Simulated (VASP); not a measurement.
# HfCl4 in VASP: further runs

HfCl4 is run at these levels: PBE+D3(BJ); tasks: single point, relaxation of the atoms.

All numbers are computed with VASP 6.6.1; they aren't measurements. Logs are shortened: lines on timing, memory, paths and dates and some standing lists are left out, and cuts for length are marked.

## Step 1: The cell of the first run

The cell holds a molecule in a box, 5 atoms: a = 14.000 Å, b = 14.500 Å, c = 15.000 Å, α = 90.00°, β = 90.00°, γ = 90.00°.

## Step 2: Single point, PBE+D3(BJ)

INCAR reads:

```
SYSTEM = HfCl4
ALGO     = Normal         ! electronic algorithm
EDIFF    = 1E-6           ! SCF threshold, eV
ENCUT    = 520            ! plane-wave cutoff, eV
GGA      = PE             ! functional
ISIF     = 2              ! what is computed and relaxed
ISMEAR   = 0              ! smearing method
ISYM     = 0            
IVDW     = 12             ! dispersion correction
LASPH    = .TRUE.         ! aspherical terms in the spheres
LCHARG   = .FALSE.        ! write CHGCAR
LREAL    = .FALSE.        ! projectors in reciprocal space
LWAVE    = .FALSE.        ! write WAVECAR
NBANDS   = 27             ! bands
NELM     = 80             ! most SCF steps
PREC     = Accurate       ! precision mode
SIGMA    = 0.005          ! smearing width, eV
```

KPOINTS reads:

```
k-points
0
G
  1 1 1
  0 0 0
```

POSCAR reads:

```
HfCl4
1.0
   14.0000000000      0.0000000000      0.0000000000
    0.0000000000     14.5000000000      0.0000000000
    0.0000000000      0.0000000000     15.0000000000
Hf Cl
1 4
Direct
    0.4996927030      0.4997769482      0.4998196351
    0.5946689185      0.5924716953      0.5884425192
    0.5954630644      0.4074936808      0.4114830866
    0.4044646712      0.5913091782      0.4102916920
    0.4044023675      0.4081334943      0.5892156574
```

Potentials or basis: VASP PAW PBE potentials, release 64 (Hf_pv, Cl).

Started as:

```sh
$ cat potpaw_PBE.64/Hf_pv/POTCAR potpaw_PBE.64/Cl/POTCAR > POTCAR
$ mpirun -np 1 vasp_gam > vasp.out
```

OUTCAR:

```text
SYSTEM = HfCl4
   EDIFF = 1E-6
   ENCUT = 520
   GGA = PE
   ISIF = 2
   ISMEAR = 0
   ISYM = 0
   IVDW = 12
   LASPH = .TRUE.
   LREAL = .FALSE.
   NELM = 80
   PREC = Accurate
 IVDW          = 12

 ion  position               nearest neighbor table
   1  0.500  0.500  0.500-   2 2.31   4 2.31   5 2.31   3 2.31
   2  0.595  0.592  0.588-   1 2.31
   3  0.595  0.407  0.411-   1 2.31
   4  0.404  0.591  0.410-   1 2.31
   5  0.404  0.408  0.589-   1 2.31

IMPORTANT INFORMATION: All symmetrisations will be switched off!
NOSYMM: (Re-)initialisation of all symmetry stuff for point group C_1.

----------------------------------------------------------------------------------------

                                     Primitive cell

  volume of cell :    3045.0000

  direct lattice vectors                    reciprocal lattice vectors
    14.000000000  0.000000000  0.000000000     0.071428571  0.000000000  0.000000000
     0.000000000 14.500000000  0.000000000     0.000000000  0.068965517  0.000000000
     0.000000000  0.000000000 15.000000000     0.000000000  0.000000000  0.066666667

  length of vectors
    14.000000000 14.500000000 15.000000000     0.071428571  0.068965517  0.066666667

  position of ions in fractional coordinates (direct lattice)
     0.499692703  0.499776948  0.499819635
     0.594668918  0.592471695  0.588442519
     0.595463064  0.407493681  0.411483087
     0.404464671  0.591309178  0.410291692
     0.404402367  0.408133494  0.589215657

  ion indices of the primitive-cell ions
   primitive index   ion index
                 1           1
                 2           2
                 3           3
                 4           4
                 5           5

----------------------------------------------------------------------------------------

 KPOINTS: k-points

Automatic generation of k-mesh.
 Grid dimensions read from file:
 generate k-points for:    1    1    1

 Generating k-lattice:

  Cartesian coordinates                     Fractional coordinates (reciprocal lattice)
     0.071428571  0.000000000  0.000000000     1.000000000  0.000000000  0.000000000
     0.000000000  0.068965517  0.000000000     0.000000000  1.000000000  0.000000000
     0.000000000  0.000000000  0.066666667     0.000000000  0.000000000  1.000000000

  Length of vectors
     0.071428571  0.068965517  0.066666667

  Shift w.r.t. Gamma in fractional coordinates (k-lattice)
     0.000000000  0.000000000  0.000000000

 Subroutine IBZKPT returns following result:
 ===========================================

 Found      1 irreducible k-points:

 Following reciprocal coordinates:
            Coordinates               Weight
  0.000000  0.000000  0.000000      1.000000
   k-points           NKPTS =      1   k-points in BZ     NKDIM =      1   number of bands    NBANDS=     27
   number of dos      NEDOS =    301   number of ions     NIONS =      5
   total plane-waves  NPLWV = ******
   dimension x,y,z NGX =   108 NGY =  108 NGZ =  112
   dimension x,y,z NGXF=   216 NGYF=  216 NGZF=  224
   ions per type =               1   4
   NGX,Y,Z   is equivalent  to a cutoff of  12.82, 12.38, 12.41 a.u.
   NGXF,Y,Z  is equivalent  to a cutoff of  25.65, 24.76, 24.83 a.u.
 SYSTEM =  HfCl4
   PREC   = accura    normal or accurate (medium, high low for compatibility)
   ISTART =      0    job   : 0-new  1-cont  2-samecut
   ICHARG =      2    charge: 1-file 2-atom 10-const
   ISPIN  =      1    spin polarized calculation?
   LNONCOLLINEAR =      F non collinear calculations
   LSORBIT =      F    spin-orbit coupling
   LASPH  =      T    aspherical Exc in radial PAW
   ENCUT  =  520.0 eV  38.22 Ry    6.18 a.u.  26.03 26.96 27.89*2*pi/ulx,y,z
   NELM   =     80;   NELMIN=  2; NELMDL= -5     # of ELM steps
   EDIFF  = 0.1E-05   stopping-criterion for ELM
   LREAL  =      F    real-space projection
   EDIFFG = 0.1E-04   stopping-criterion for IOM
   NSW    =      0    number of steps for IOM
   IBRION =     -1    ionic relax: 0-MD 1-quasi-New 2-CG
   NFREE  =      0    steps in history (QN), initial steepest desc. (CG)
   ISIF   =      2    stress and relaxation
   ISYM   =      0    0-nonsym 1-usesym 2-fastsym
   POTIM  = 0.5000    time-step for ionic-motion
   TEBEG  =    0.0;   TEEND  =   0.0 temperature during run
   PSTRESS=    0.0 pullay stress
   NELECT =      38.0000    total number of electrons
   NUPDOWN=      -1.0000    fix difference up-down
   EMIN   =  10.00;   EMAX   =-10.00  energy-range for DOS
   EFERMI =   0.00;   METHOD = LEGACY
   ISMEAR =     0;   SIGMA  =   0.01  broadening in eV -4-tet -1-fermi 0-gaus
   EFERMI_NEDOS =   21; number of points for ismear=-14 and -15
   IALGO  =     38    algorithm
   IMIX   =      4    mixing-type and parameters
     AMIX     =   0.40;   BMIX     =  1.00
     AMIX_MAG =   1.60;   BMIX_MAG =  1.00
  volume/ion in A,a.u.               =     609.00      4109.73
  Fermi-wavevector in a.u.,A,eV,Ry     =   0.379729  0.717583  1.961878  0.144194
  Thomas-Fermi vector in A             =   1.313986
   LORBIT       =      0    0 simple, 1 ext, 2 COOP (PROOUT), +10 PAW based schemes
   GGA     = PE    functional components
   LHFCALC =     F    Hartree Fock is set to
   AEXX    =    0.0000 exact exchange contribution
   IVDW    =    12    specifies the selected vdW correction
   LEPSILON=     F    determine dielectric tensor
   LRPA    =     F    only Hartree local field effects (RPA)
 non-spin polarized calculation
 Gauss-broadening in eV      SIGMA  =   0.01
  energy-cutoff  :      520.00
  volume of cell :     3045.00
 maximum number of plane-waves:     40942
 NGX is ok and might be reduce to   108
   NGX = 53   NGY = 53   NGZ = 55

 number of electron      38.0000001 magnetization

 Free energy of the ion-electron system (eV)
  ---------------------------------------------------
  ext. energy  EPLUGINS =         0.00000000
  ---------------------------------------------------
  free energy    TOTEN  =       -26.17506079 eV

  energy without entropy =      -26.17506079  energy(sigma->0) =      -26.17506079

 E-fermi :  -7.9199     XC(G=0):  -0.7044

 val. band max:       -7.9932574039   @ k =   0.0000   0.0000   0.0000
 cond. band min:      -2.6616423620   @ k =   0.0000   0.0000   0.0000
 fundamental gap:      5.3316150418
 Fermi energy:        -7.9198601470

 k-point     1 :       0.0000    0.0000    0.0000
  band No.  band energies     occupation
      1     -36.9395      2.00000
      2     -36.9389      2.00000
      3     -36.9387      2.00000
      4     -20.5984      2.00000
      5     -20.2948      2.00000
      6     -20.2942      2.00000
[... 19 lines left out ...]
     26       0.3746      0.00000
     27       0.4168      0.00000

------------------------ aborting loop because EDIFF is reached ----------------------------------------

 Edisp (eV)   -0.19494

 E8    (eV) :    -0.0872

  FORCE on cell =-STRESS in cart. coord.  units (eV):
  Direction    XX          YY          ZZ          XY          YZ          ZX
  --------------------------------------------------------------------------------------
  -------------------------------------------------------------------------------------
  Total      -0.32908    -0.32817    -0.32810     0.00314     0.00163     0.01009
  in kB      -0.17315    -0.17267    -0.17263     0.00165     0.00086     0.00531
  external pressure =       -0.17 kB  Pullay stress =        0.00 kB

 VOLUME and BASIS-vectors are now :
 -----------------------------------------------------------------------------
  energy-cutoff  :      520.00
  volume of cell :     3045.00
      direct lattice vectors                 reciprocal lattice vectors
    14.000000000  0.000000000  0.000000000     0.071428571  0.000000000  0.000000000
     0.000000000 14.500000000  0.000000000     0.000000000  0.068965517  0.000000000
     0.000000000  0.000000000 15.000000000     0.000000000  0.000000000  0.066666667

 POSITION                                       TOTAL-FORCE (eV/Angst)
 -----------------------------------------------------------------------------------
      6.99570      7.24677      7.49729         0.003646     -0.000735      0.001292
      8.32536      8.59084      8.82664        -0.049944     -0.051112     -0.049738
      8.33648      5.90866      6.17225        -0.055200      0.052437      0.052664
      5.66251      8.57398      6.15438         0.049440     -0.052024      0.050252
      5.66163      5.91794      8.83823         0.052058      0.051433     -0.054470
 -----------------------------------------------------------------------------------
    total drift:                                0.000132      0.000092     -0.000020

  FREE ENERGIE OF THE ION-ELECTRON SYSTEM (eV)
  ---------------------------------------------------
  free  energy   TOTEN  =       -26.3700006876 eV

  energy  without entropy=      -26.3700006876  energy(sigma->0) =      -26.37000069
```

Run time: 7.6 min. Hardware: 1 thread of Intel Xeon 8259CL, shared host; peak memory 1.8 GiB.

What came out:

| Item | Value |
| --- | --- |
| Free energy | -26.3700 eV |
| Largest force | 0.093 eV/Å |
| Gap between the frontier levels | 5.33 eV |
| Dispersion energy per atom | -0.039 eV |

Forces in eV/Å, atoms in the order of the input:
```
Hf   0.004 -0.001  0.001
Cl  -0.050 -0.051 -0.050
Cl  -0.055  0.052  0.053
Cl   0.049 -0.052  0.050
Cl   0.052  0.051 -0.054
```

Levels at points of the mesh, in eV from the valence-band top:
```csv
k point,band 17,band 18,band 19,band 20,band 21,band 22
"(0.00, 0.00, 0.00)",0.00,0.00,0.00,5.33,5.33,6.10
```

Caveat: spin-orbit coupling is left out, which moves the levels of the heavy elements.

## Step 3: Relaxation of the atoms, PBE+D3(BJ)

INCAR reads:

```
SYSTEM = HfCl4
  PREC = Accurate
  ENCUT = 520
  EDIFF = 1E-6
  ISMEAR = 0
  SIGMA = 0.005
  LREAL = .False.
  LASPH = .True.
  NELM = 80
  ALGO = Normal
  ISIF = 2
  LWAVE = .False.
  LCHARG = .False.
  GGA = PE
  IVDW = 12
  IBRION = 2
  NSW = 100
  EDIFFG = -0.01
  ISYM = 0
```

KPOINTS reads:

```
Automatic mesh
0
Gamma
  1 1 1
  0 0 0
```

POSCAR reads:

```
HfCl4
1.0
   14.0000000000      0.0000000000      0.0000000000
    0.0000000000     14.5000000000      0.0000000000
    0.0000000000      0.0000000000     15.0000000000
Hf Cl
1 4
Direct
    0.5006522486      0.4993364090      0.4999566759
    0.5944007832      0.5927311859      0.5880712729
    0.5964134835      0.4068572966      0.4112246415
    0.4036386928      0.5931427034      0.4096385216
    0.4035865165      0.4071174018      0.5903614784
```

Potentials or basis: VASP PAW PBE potentials, release 64 (Hf_pv, Cl).

Started as:

```sh
$ cat potpaw_PBE.64/Hf_pv/POTCAR potpaw_PBE.64/Cl/POTCAR > POTCAR
$ mpirun -np 1 vasp_gam > vasp.out
```

Wall time 47 min (1 thread of Intel Xeon 8259CL, shared host); peak memory 1.8 GiB.

Results (log left out):

```
Free energy                     : -26.3709 eV
Energy gained by relaxing       : 5.3 meV/atom
Ionic steps                     : 14
Largest force after relaxing    : 0.006 eV/Å
Gap between the frontier levels : 5.36 eV
Dispersion energy per atom      : -0.039 eV
```

Forces in eV/Å, atoms in the order of the input:
```
Hf   0.002  0.001  0.002
Cl  -0.003 -0.004 -0.003
Cl   0.000  0.002  0.000
Cl   0.001 -0.001  0.000
Cl   0.001  0.002  0.000
```

Step by step:
| step | energy change (eV) | largest force (eV/Å) | pressure (GPa) |
| --- | --- | --- | --- |
| 1 | 0.0000 | 0.6867 | -0.06 |
| 2 | -0.0205 | 0.4960 | -0.01 |
| 3 | -0.0228 | 0.2225 | -0.03 |
| 4 | -0.0261 | 0.0361 | 0.00 |
| 5 | -0.0261 | 0.0236 | 0.00 |
| 6 | -0.0262 | 0.0197 | 0.00 |
| 7 | -0.0262 | 0.0550 | 0.00 |
| 8 | -0.0262 | 0.0511 | 0.00 |
| 9 | -0.0263 | 0.0391 | 0.00 |
| 10 | -0.0264 | 0.0190 | 0.00 |
| 11 | -0.0264 | 0.0379 | 0.00 |
| 12 | -0.0265 | 0.0184 | 0.00 |
| 13 | -0.0265 | 0.0111 | 0.00 |
| 14 | -0.0265 | 0.0057 | 0.00 |

Final structure:
```
Hf Cl
1.0
    14.00000    0.00000    0.00000
     0.00000   14.50000    0.00000
     0.00000    0.00000   15.00000
Hf Cl
1 4
Direct
  0.49974 0.49985 0.49985
  0.59454 0.59239 0.58830
  0.59514 0.40760 0.41173
  0.40463 0.59110 0.41049
  0.40464 0.40825 0.58888
```

Levels at points of the mesh, in eV from the valence-band top:
```csv
k point,band 15,band 16,band 17,band 18,band 19,band 20,band 21,band 22,band 23
"(0.00, 0.00, 0.00)",-0.55,-0.55,0.00,0.00,0.00,5.36,5.36,6.13,6.13
```

Caveat: spin-orbit coupling is left out, which moves the levels of the heavy elements.
